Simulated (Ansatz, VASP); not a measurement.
NaH: VASP beside Ansatz

INCAR

```
SYSTEM = NaH
PREC     = Accurate       ! precision mode
ENCUT    = 520            ! plane-wave cutoff, eV
EDIFF    = 1E-8           ! SCF threshold, eV
ISMEAR   = -1             ! smearing method
SIGMA    = 0.03           ! smearing width, eV
LREAL    = .False.        ! projectors in reciprocal space
LASPH    = .True.         ! aspherical terms in the spheres
NELM     = 80             ! most SCF steps
ALGO     = Normal         ! electronic algorithm
ISIF     = 2              ! what is computed and relaxed
LWAVE    = .False.        ! write WAVECAR
LCHARG   = .False.        ! write CHGCAR
GGA      = PS             ! functional
LEFG     = .True.       
NBANDS   = 11             ! bands
```

The input KPOINTS:

```
Automatic mesh
0
Gamma
  9 9 9
  0 0 0
```

The input POSCAR:

```
NaH
1.0
    0.0000000000      2.4561594113      2.4561594113
    2.4561594113      0.0000000000      2.4561594113
    2.4561594113      2.4561594113      0.0000000000
Na H
1 1
Direct
    0.0000000000      0.0000000000      0.0000000000
    0.5000000000      0.5000000000      0.5000000000
```

Input for Ansatz:

```yaml
crystal:
  lattice:
    - [0.0, 2.4561594113, 2.4561594113]
    - [2.4561594113, 0.0, 2.4561594113]
    - [2.4561594113, 2.4561594113, 0.0]
  atoms:
    - { symbol: Na, position: [0.0, 0.0, 0.0] }
    - { symbol: H, position: [0.5, 0.5, 0.5] }
kpoints:
  mp_grid: { grid: [9, 9, 9] }
scf:
  occupations: { method: fermi_dirac, width: 0.03 }
hamiltonian:
  xc: pbesol
  pseudopotentials: { kind: all_electron, datasets: crystal }
output:
  forces: true
  stress: true
  eigenvalues: true
  efg: { contact_densities: true }
```

Change from the starting cell: volume scaled by 1.02, crystal datasets.

Alike in both runs: task electric field gradients; functional PBEsol; k mesh 9 × 9 × 9; occupations fermi-dirac, width 0.03 eV; no spin polarisation.

|  | VASP | Ansatz |
| --- | --- | --- |
| version | VASP 6.6.1 | Ansatz 0.2.0 |
| potentials or method | VASP PAW PBE potentials, release 64 (Na_pv, H), cutoff 520 eV | all-electron PAW with datasets made for the crystal, scalar-relativistic |

|  | VASP | Ansatz | Ansatz less VASP |
| --- | --- | --- | --- |
| gap on the k mesh at the Fermi level (eV) | 3.79 | 3.79 | +0.002 |
| pressure (GPa) | -1.6 | -1.6 | +0.01 |

VASP's potentials were made for PBE, not for PBEsol. Ansatz ran all-electron here, and VASP with PAW potentials.
